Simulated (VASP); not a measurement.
The system is MgO (rocksalt type).

```xyz
2
Lattice="0.0000 2.1544 2.1544 2.1544 0.0000 2.1544 2.1544 2.1544 0.0000" Properties=species:S:1:pos:R:3 pbc="T T T"
Mg    0.0000    0.0000    0.0000
O     2.1544    2.1544    2.1544
```

* Program: VASP 6.6.1
* Task: relaxation of cell and atoms
* Functional: PBEsol
* Potentials or basis: VASP PAW PBE potentials, release 64 (Mg, O)
* Cutoff: 600 eV
* k mesh: 15 × 15 × 15
* Occupations: fermi-dirac, width 0.05 eV
* Spin: no spin polarisation

At the start: pressure -9.9 GPa; volume 10.00 Å³/atom.

Where does the relaxation end?

Over 3 steps the energy falls by 22.7 meV/atom and the volume is 9.31 Å³/atom (-6.9 %); space group Fm-3m (No. 225, to 0.05 Å).

Step by step:
| step | energy change (eV) | largest force (eV/Å) | pressure (GPa) | volume (Å³) |
| --- | --- | --- | --- | --- |
| 1 | 0.0000 | 0.0000 | -9.91 | 20.00 |
| 2 | -0.0419 | 0.0000 | 3.26 | 18.26 |
| 3 | -0.0454 | 0.0000 | 0.02 | 18.62 |

Final structure:
```cif
data_structure
_symmetry_space_group_name_H-M 'P 1'
_symmetry_Int_Tables_number 1
_cell_length_a 2.9749
_cell_length_b 2.9749
_cell_length_c 2.9749
_cell_angle_alpha 60.000
_cell_angle_beta 60.000
_cell_angle_gamma 60.000
_cell_volume 18.62
loop_
_atom_site_label
_atom_site_type_symbol
_atom_site_fract_x
_atom_site_fract_y
_atom_site_fract_z
_atom_site_occupancy
Mg1 Mg 0.00000 0.00000 0.00000 1
O1 O 0.50000 0.50000 0.50000 1
```

Caveat: the PAW data sets were made with another functional, which shifts forces and pressure a little.
